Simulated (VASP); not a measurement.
# Ni (Im-3m) in VASP: a series of runs

Runs on Ni. Level: PBEsol. Tasks: single point.

Everything below comes from runs of VASP 6.6.1. Logs are shortened: lines on timing, memory, paths and dates and some standing lists are left out, and cuts for length are marked.

## 1. The cell of the first run

It takes space group Im-3m (No. 229, cubic). Conventional cell: a = 2.661 Å, b = 2.661 Å, c = 2.661 Å, α = 90.00°, β = 90.00°, γ = 90.00°. Ni (site symmetry m-3m) has 14 Ni at 2.30 to 2.66 Å within 3.0 Å.

## 2. Single point, PBEsol, collinear spin, ferromagnetic start (volume scaled by 0.9)

File INCAR:

```
ALGO = Normal
EDIFF = 1E-6
ENCUT = 520
GGA = PS
ISIF = 2
ISMEAR = -1
ISPIN = 2
LASPH = T
LCHARG = T
LELF = T
LMAXMIX = 4
LORBIT = 11
LREAL = F
LVHAR = T
LWAVE = F
MAGMOM = 1
NBANDS = 15
NELM = 150
PREC = Accurate
SIGMA = 0.08
```

File KPOINTS:

```
k-points
0
Gamma
  21 21 21
```

File POSCAR:

```
Ni
1.0
   -1.3305573911      1.3305573911      1.3305573911
    1.3305573911     -1.3305573911      1.3305573911
    1.3305573911      1.3305573911     -1.3305573911
Ni
1
Direct
    0.0000000000      0.0000000000      0.0000000000
```

Potentials or basis: VASP PAW PBE potentials, release 64 (Ni).

Launch:

```sh
> cat potpaw_PBE.64/Ni/POTCAR > POTCAR
> mpirun -np 1 vasp_std > vasp.out
```

OUTCAR:

```text
EDIFF = 1E-6
   ENCUT = 520
   GGA = PS
   ISIF = 2
   ISMEAR = -1
   ISPIN = 2
   LASPH = T
   LORBIT = 11
   LREAL = F
   NELM = 150
   PREC = Accurate

 ion  position               nearest neighbor table
   1  0.000  0.000  0.000-

  LATTYP: Found a body centered cubic cell.
 ALAT       =     2.6611147822

  Lattice vectors:

 A1 = (  -1.3305573911,   1.3305573911,   1.3305573911)
 A2 = (   1.3305573911,  -1.3305573911,   1.3305573911)
 A3 = (   1.3305573911,   1.3305573911,  -1.3305573911)

Analysis of symmetry for initial positions (statically):
=====================================================================
 Subroutine PRICEL returns:
 Original cell was already a primitive cell.

 Routine SETGRP: Setting up the symmetry group for a
 body centered cubic supercell.

 Subroutine GETGRP returns: Found 48 space group operations
 (whereof 48 operations were pure point group operations)
 out of a pool of 48 trial point group operations.

The static configuration has the point symmetry O_h .

Analysis of symmetry for dynamics (positions and initial velocities):
=====================================================================
 Subroutine PRICEL returns:
 Original cell was already a primitive cell.

 Routine SETGRP: Setting up the symmetry group for a
 body centered cubic supercell.

 Subroutine GETGRP returns: Found 48 space group operations
 (whereof 48 operations were pure point group operations)
 out of a pool of 48 trial point group operations.

The dynamic configuration has the point symmetry O_h .

Analysis of structural, dynamic, and magnetic symmetry:
=====================================================================
 Subroutine PRICEL returns:
 Original cell was already a primitive cell.

 Routine SETGRP: Setting up the symmetry group for a
 body centered cubic supercell.

 Subroutine GETGRP returns: Found 48 space group operations
 (whereof 48 operations were pure point group operations)
 out of a pool of 48 trial point group operations.

The overall configuration has the point symmetry O_h .

 Subroutine INISYM returns: Found 48 space group operations
 (whereof 48 operations are pure point group operations),
 and found     1 'primitive' translations

----------------------------------------------------------------------------------------

                                     Primitive cell

  volume of cell :       9.4224

  direct lattice vectors                    reciprocal lattice vectors
    -1.330557391  1.330557391  1.330557391     0.000000000  0.375782363  0.375782363
     1.330557391 -1.330557391  1.330557391     0.375782363  0.000000000  0.375782363
     1.330557391  1.330557391 -1.330557391     0.375782363  0.375782363  0.000000000

  length of vectors
     2.304593004  2.304593004  2.304593004     0.531436514  0.531436514  0.531436514

  position of ions in fractional coordinates (direct lattice)
     0.000000000  0.000000000  0.000000000

  ion indices of the primitive-cell ions
   primitive index   ion index
                 1           1

----------------------------------------------------------------------------------------

 KPOINTS: k-points

Automatic generation of k-mesh.
 Grid dimensions read from file:
 generate k-points for:   21   21   21

 Generating k-lattice:

  Cartesian coordinates                     Fractional coordinates (reciprocal lattice)
     0.000000000  0.017894398  0.017894398     0.047619048  0.000000000  0.000000000
     0.017894398  0.000000000  0.017894398     0.000000000  0.047619048  0.000000000
     0.017894398  0.017894398  0.000000000     0.000000000  0.000000000  0.047619048

  Length of vectors
     0.025306501  0.025306501  0.025306501

  Shift w.r.t. Gamma in fractional coordinates (k-lattice)
     0.000000000  0.000000000  0.000000000

 Subroutine IBZKPT returns following result:
 ===========================================

 Found    286 irreducible k-points:

 Following reciprocal coordinates:
            Coordinates               Weight
  0.000000  0.000000  0.000000      1.000000
  0.047619  0.000000  0.000000     12.000000
  0.095238  0.000000  0.000000     12.000000
  0.142857  0.000000  0.000000     12.000000
  0.190476  0.000000  0.000000     12.000000
  0.238095  0.000000  0.000000     12.000000
[... 16 lines left out ...]
  0.142857  0.095238 -0.000000     48.000000
  0.190476  0.095238  0.000000     48.000000
 [... further k-points ...]
   k-points           NKPTS =    286   k-points in BZ     NKDIM =    286   number of bands    NBANDS=     15
   number of dos      NEDOS =    301   number of ions     NIONS =      1
   total plane-waves  NPLWV =   5832
   dimension x,y,z NGX =    18 NGY =   18 NGZ =   18
   dimension x,y,z NGXF=    36 NGYF=   36 NGZF=   36
   ions per type =               1
   NGX,Y,Z   is equivalent  to a cutoff of  12.98, 12.98, 12.98 a.u.
   NGXF,Y,Z  is equivalent  to a cutoff of  25.97, 25.97, 25.97 a.u.
 SYSTEM =  unknown system
   PREC   = accura    normal or accurate (medium, high low for compatibility)
   ISTART =      0    job   : 0-new  1-cont  2-samecut
   ICHARG =      2    charge: 1-file 2-atom 10-const
   ISPIN  =      2    spin polarized calculation?
   LNONCOLLINEAR =      F non collinear calculations
   LSORBIT =      F    spin-orbit coupling
   LASPH  =      T    aspherical Exc in radial PAW
   ENCUT  =  520.0 eV  38.22 Ry    6.18 a.u.   4.29  4.29  4.29*2*pi/ulx,y,z
   NELM   =    150;   NELMIN=  2; NELMDL= -5     # of ELM steps
   EDIFF  = 0.1E-05   stopping-criterion for ELM
   LREAL  =      F    real-space projection
   EDIFFG = 0.1E-04   stopping-criterion for IOM
   NSW    =      0    number of steps for IOM
   IBRION =     -1    ionic relax: 0-MD 1-quasi-New 2-CG
   NFREE  =      0    steps in history (QN), initial steepest desc. (CG)
   ISIF   =      2    stress and relaxation
   ISYM   =      2    0-nonsym 1-usesym 2-fastsym
   POTIM  = 0.5000    time-step for ionic-motion
   TEBEG  =    0.0;   TEEND  =   0.0 temperature during run
   PSTRESS=    0.0 pullay stress
   NELECT =      10.0000    total number of electrons
   NUPDOWN=      -1.0000    fix difference up-down
   EMIN   =  10.00;   EMAX   =-10.00  energy-range for DOS
   EFERMI =   0.00;   METHOD = LEGACY
   ISMEAR =    -1;   SIGMA  =   0.08  broadening in eV -4-tet -1-fermi 0-gaus
   EFERMI_NEDOS =   21; number of points for ismear=-14 and -15
   IALGO  =     38    algorithm
   IMIX   =      4    mixing-type and parameters
     AMIX     =   0.40;   BMIX     =  1.00
     AMIX_MAG =   1.60;   BMIX_MAG =  1.00
  volume/ion in A,a.u.               =       9.42        63.59
  Fermi-wavevector in a.u.,A,eV,Ry     =   1.669890  3.155635 37.940294  2.788533
  Thomas-Fermi vector in A             =   2.755484
   LORBIT       =     11    0 simple, 1 ext, 2 COOP (PROOUT), +10 PAW based schemes
   GGA     = PS    functional components
   LHFCALC =     F    Hartree Fock is set to
   AEXX    =    0.0000 exact exchange contribution
   IVDW    =     0    specifies the selected vdW correction
   LEPSILON=     F    determine dielectric tensor
   LRPA    =     F    only Hartree local field effects (RPA)
 spin polarized calculation
  energy-cutoff  :      520.00
  volume of cell :        9.42
 maximum number of plane-waves:       260
 NGX is ok and might be reduce to    18
   NGX =  9   NGY =  9   NGZ =  9

 number of electron      10.0000000 magnetization       1.0000000

 number of electron       9.9999988 magnetization       0.0185038

 Free energy of the ion-electron system (eV)
  ---------------------------------------------------
  ext. energy  EPLUGINS =         0.00000000
  ---------------------------------------------------
  free energy    TOTEN  =        -5.96758685 eV

  energy without entropy =       -5.93183181  energy(sigma->0) =       -5.94970933

 E-fermi :  11.1974     XC(G=0): -14.3083

 val. band max:       11.1963669653   @ k =  -0.4286  -0.4286   0.0952
 cond. band min:      11.1995334630   @ k =  -0.2857   0.2857   0.1429
 fundamental gap:      0.0031664977
 Fermi energy:        11.1973829680

 spin component 1

 k-point     1 :       0.0000    0.0000    0.0000
  band No.  band energies     occupation
      1       1.2743      1.00000
      2       8.8432      1.00000
      3       8.8432      1.00000
      4       8.8432      1.00000
      5      10.5007      0.99983
      6      10.5007      0.99983
      7      39.1410      0.00000
      8      39.1410      0.00000
      9      39.1410      0.00000
     10      45.1138      0.00000
     11      45.1138      0.00000
     12      47.6704      0.00000
     13      47.6704      0.00000
     14      47.6704      0.00000
     15      47.7604      0.00000
[... 397 lines left out ...]
 k-point    24 :       0.1905    0.0952    0.0000
  band No.  band energies     occupation
      1       3.9311      1.00000
      2       8.2873      1.00000
      3       8.4955      1.00000
      4      10.1502      1.00000
      5      10.2676      0.99999
      6      10.6471      0.99897
      7      29.3590      0.00000
      8      32.6875      0.00000
      9      36.8118      0.00000
     10      39.3886      0.00000
     11      44.0454      0.00000
     12      45.0454      0.00000
     13      51.2886      0.00000
     14      51.9324      0.00000
     15      56.2317      0.00000

 [... further k-points ...]

 spin component 2

 k-point     1 :       0.0000    0.0000    0.0000
  band No.  band energies     occupation
      1       1.2749      1.00000
      2       8.8652      1.00000
      3       8.8652      1.00000
      4       8.8652      1.00000
      5      10.5171      0.99980
      6      10.5171      0.99980
      7      39.1393      0.00000
      8      39.1393      0.00000
      9      39.1393      0.00000
     10      45.1129      0.00000
     11      45.1129      0.00000
     12      47.6767      0.00000
     13      47.6767      0.00000
     14      47.6767      0.00000
     15      47.7666      0.00000
[... 397 lines left out ...]
 k-point    24 :       0.1905    0.0952    0.0000
  band No.  band energies     occupation
      1       3.9325      1.00000
      2       8.3079      1.00000
      3       8.5144      1.00000
      4      10.1676      1.00000
      5      10.2904      0.99999
      6      10.6638      0.99873
      7      29.3634      0.00000
      8      32.6902      0.00000
      9      36.8162      0.00000
     10      39.3899      0.00000
     11      44.0479      0.00000
     12      45.0483      0.00000
     13      51.2905      0.00000
     14      51.9360      0.00000
     15      56.2529      0.00000

 [... further k-points ...]
[... 5 lines left out ...]
  --------------------------------------------------------------------------------------
  -------------------------------------------------------------------------------------
  Total        1.6601815      1.6601815      1.6601815     -0.0000000     -0.0000000      0.0000000
  in kB      282.2963969    282.2963969    282.2963969     -0.0000000     -0.0000000      0.0000000
  external PRESSURE =     282.2963969 kB  Pullay stress =       0.0000000 kB

 VOLUME and BASIS-vectors are now :
 -----------------------------------------------------------------------------
  energy-cutoff  :      520.00
  volume of cell :        9.42
      direct lattice vectors                 reciprocal lattice vectors
    -1.330557391  1.330557391  1.330557391     0.000000000  0.375782363  0.375782363
     1.330557391 -1.330557391  1.330557391     0.375782363  0.000000000  0.375782363
     1.330557391  1.330557391 -1.330557391     0.375782363  0.375782363  0.000000000

 POSITION                                       TOTAL-FORCE (eV/Angst)
 -----------------------------------------------------------------------------------
      0.00000      0.00000      0.00000        -0.000000     -0.000000      0.000000
 -----------------------------------------------------------------------------------
    total drift:                                0.000000      0.000000      0.000000

  FREE ENERGIE OF THE ION-ELECTRON SYSTEM (eV)
  ---------------------------------------------------
  free  energy   TOTEN  =        -5.9675868494 eV

  energy  without entropy=       -5.9318318097  energy(sigma->0) =       -5.94970933

 total charge

# of ion       s       p       d       tot
------------------------------------------
    1        0.560   0.636   8.419   9.614

 magnetization (x)

# of ion       s       p       d       tot
------------------------------------------
    1       -0.000  -0.001   0.019   0.018
```

Wall time 77 s (1 thread of Intel Xeon 6975P-C (Granite Rapids), shared host); peak memory 0.17 GiB.

What came out:

```yaml
Free_energy: -5.9676 eV
Pressure: 28.2 GPa
Band_gap_on_the_k_mesh: zero (filled and empty bands overlap)
Net_moment: 0.02 μB per cell
Valence_electrons_inside_the_program's_atomic_spheres: Ni 9.61
```

Caveat: the PAW data sets were made with another functional, which shifts forces and pressure a little.

## 3. Single point, PBEsol, collinear spin, ferromagnetic start (volume scaled by 0.9)

Changes to INCAR since step 2:

```diff
@@ -2,4 +2,5 @@
 EDIFF = 1E-6
-ENCUT = 520
+ENCUT = 590
 GGA = PS
+GGA_COMPAT = F
 ISIF = 2
@@ -16,4 +17,4 @@
 MAGMOM = 1
-NBANDS = 15
-NELM = 150
+NBANDS = 19
+NELM = 200
 PREC = Accurate
```

KPOINTS is that of step 2.

POSCAR is that of step 2.

Potentials or basis: VASP PAW PBE potentials, release 64 (Ni_sv_GW).

Launch:

```sh
> cat potpaw_PBE.64/Ni_sv_GW/POTCAR > POTCAR
> mpirun -np 1 vasp_std > vasp.out
```

OUTCAR:

```text
EDIFF = 1E-6
   ENCUT = 590
   GGA = PS
   ISIF = 2
   ISMEAR = -1
   ISPIN = 2
   LASPH = T
   LORBIT = 11
   LREAL = F
   NELM = 200
   PREC = Accurate

 ion  position               nearest neighbor table
   1  0.000  0.000  0.000-

  LATTYP: Found a body centered cubic cell.
 ALAT       =     2.6611147822

  Lattice vectors:

 A1 = (  -1.3305573911,   1.3305573911,   1.3305573911)
 A2 = (   1.3305573911,  -1.3305573911,   1.3305573911)
 A3 = (   1.3305573911,   1.3305573911,  -1.3305573911)

Analysis of symmetry for initial positions (statically):
=====================================================================
 Subroutine PRICEL returns:
 Original cell was already a primitive cell.

 Routine SETGRP: Setting up the symmetry group for a
 body centered cubic supercell.

 Subroutine GETGRP returns: Found 48 space group operations
 (whereof 48 operations were pure point group operations)
 out of a pool of 48 trial point group operations.

The static configuration has the point symmetry O_h .

Analysis of symmetry for dynamics (positions and initial velocities):
=====================================================================
 Subroutine PRICEL returns:
 Original cell was already a primitive cell.

 Routine SETGRP: Setting up the symmetry group for a
 body centered cubic supercell.

 Subroutine GETGRP returns: Found 48 space group operations
 (whereof 48 operations were pure point group operations)
 out of a pool of 48 trial point group operations.

The dynamic configuration has the point symmetry O_h .

Analysis of structural, dynamic, and magnetic symmetry:
=====================================================================
 Subroutine PRICEL returns:
 Original cell was already a primitive cell.

 Routine SETGRP: Setting up the symmetry group for a
 body centered cubic supercell.

 Subroutine GETGRP returns: Found 48 space group operations
 (whereof 48 operations were pure point group operations)
 out of a pool of 48 trial point group operations.

The overall configuration has the point symmetry O_h .

 Subroutine INISYM returns: Found 48 space group operations
 (whereof 48 operations are pure point group operations),
 and found     1 'primitive' translations
[... 122 lines left out ...]
   LEPSILON=     F    determine dielectric tensor
   LRPA    =     F    only Hartree local field effects (RPA)
 spin polarized calculation
  energy-cutoff  :      590.00
  volume of cell :        9.42
 maximum number of plane-waves:       321
   NGX =  9   NGY =  9   NGZ =  9

 number of electron      18.0000005 magnetization       0.0762914

 Free energy of the ion-electron system (eV)
  ---------------------------------------------------
  ext. energy  EPLUGINS =         0.00000000
  ---------------------------------------------------
  free energy    TOTEN  =        -6.89463736 eV

  energy without entropy =       -6.85925371  energy(sigma->0) =       -6.87694553

 E-fermi :   9.4167     XC(G=0): -15.0368

 val. band max:        9.4140828045   @ k =  -0.4762   0.4762   0.4286
 cond. band min:       9.4182607207   @ k =  -0.3810   0.4762   0.1905
 fundamental gap:      0.0041779162
 Fermi energy:         9.4167247362

 spin component 1

 k-point     1 :       0.0000    0.0000    0.0000
  band No.  band energies     occupation
      1     -93.5967      1.00000
      2     -53.9217      1.00000
      3     -53.9217      1.00000
      4     -53.9217      1.00000
      5      -0.6093      1.00000
      6       7.0072      1.00000
[... 517 lines left out ...]
     18      49.5101      0.00000
     19      54.6353      0.00000

 [... further k-points ...]

 spin component 2

 k-point     1 :       0.0000    0.0000    0.0000
  band No.  band energies     occupation
      1     -93.4983      1.00000
      2     -53.8253      1.00000
      3     -53.8253      1.00000
      4     -53.8253      1.00000
      5      -0.6071      1.00000
      6       7.0984      1.00000
[... 517 lines left out ...]
     18      49.5253      0.00000
     19      54.6499      0.00000

 [... further k-points ...]
[... 5 lines left out ...]
  --------------------------------------------------------------------------------------
  -------------------------------------------------------------------------------------
  Total        1.4444101      1.4444101      1.4444101      0.0000000     -0.0000000      0.0000000
  in kB      245.6067373    245.6067373    245.6067373      0.0000000     -0.0000000      0.0000000
  external PRESSURE =     245.6067373 kB  Pullay stress =       0.0000000 kB

 VOLUME and BASIS-vectors are now :
 -----------------------------------------------------------------------------
  energy-cutoff  :      590.00
  volume of cell :        9.42
      direct lattice vectors                 reciprocal lattice vectors
    -1.330557391  1.330557391  1.330557391     0.000000000  0.375782363  0.375782363
     1.330557391 -1.330557391  1.330557391     0.375782363  0.000000000  0.375782363
     1.330557391  1.330557391 -1.330557391     0.375782363  0.375782363  0.000000000

 POSITION                                       TOTAL-FORCE (eV/Angst)
 -----------------------------------------------------------------------------------
      0.00000      0.00000      0.00000        -0.000000     -0.000000      0.000000
 -----------------------------------------------------------------------------------
    total drift:                                0.000000      0.000000      0.000000

  FREE ENERGIE OF THE ION-ELECTRON SYSTEM (eV)
  ---------------------------------------------------
  free  energy   TOTEN  =        -6.8946373557 eV

  energy  without entropy=       -6.8592537068  energy(sigma->0) =       -6.87694553

 total charge

# of ion       s       p       d       f       tot
--------------------------------------------------
    1        2.269   6.388   7.851   0.009  16.516

 magnetization (x)

# of ion       s       p       d       f       tot
--------------------------------------------------
    1       -0.000  -0.001   0.081   0.000   0.079
```

OSZICAR:

```text
N       E                     dE             d eps       ncg     rms          rms(c)
DAV:   1     0.167190137529E+03    0.16719E+03   -0.89208E+03 31392   0.351E+03
DAV:   2    -0.320256358913E+01   -0.17039E+03   -0.16000E+03 33733   0.801E+02
DAV:   3    -0.932343503570E+01   -0.61209E+01   -0.60628E+01 34031   0.192E+02
[... 12 lines left out ...]
DAV:  16    -0.689462558317E+01   -0.39653E-04   -0.24236E-04 35486   0.113E+00    0.108E-02
DAV:  17    -0.689463135839E+01   -0.57752E-05   -0.12068E-05 39632   0.197E-01    0.550E-03
DAV:  18    -0.689463455480E+01   -0.31964E-05   -0.15688E-05 35335   0.281E-01    0.430E-03
DAV:  19    -0.689463640599E+01   -0.18512E-05   -0.11457E-05 36212   0.241E-01    0.295E-03
DAV:  20    -0.689463735574E+01   -0.94975E-06   -0.77110E-06 31529   0.199E-01
   1 F= -.68946374E+01 E0= -.68769455E+01  d E =-.353836E-01  mag=     0.0621
```

Run time: 91 s. Hardware: 1 thread of Intel Xeon 6975P-C (Granite Rapids), shared host; peak memory 0.23 GiB.

What came out:

```yaml
Free_energy: -6.8946 eV
Pressure: 24.6 GPa
Net_moment: 0.08 μB per cell
Site_moments: Ni +0.08 μB
Valence_electrons_inside_the_program's_atomic_spheres: Ni 16.52
```

Caveat: the PAW data sets were made with another functional, which shifts forces and pressure a little.
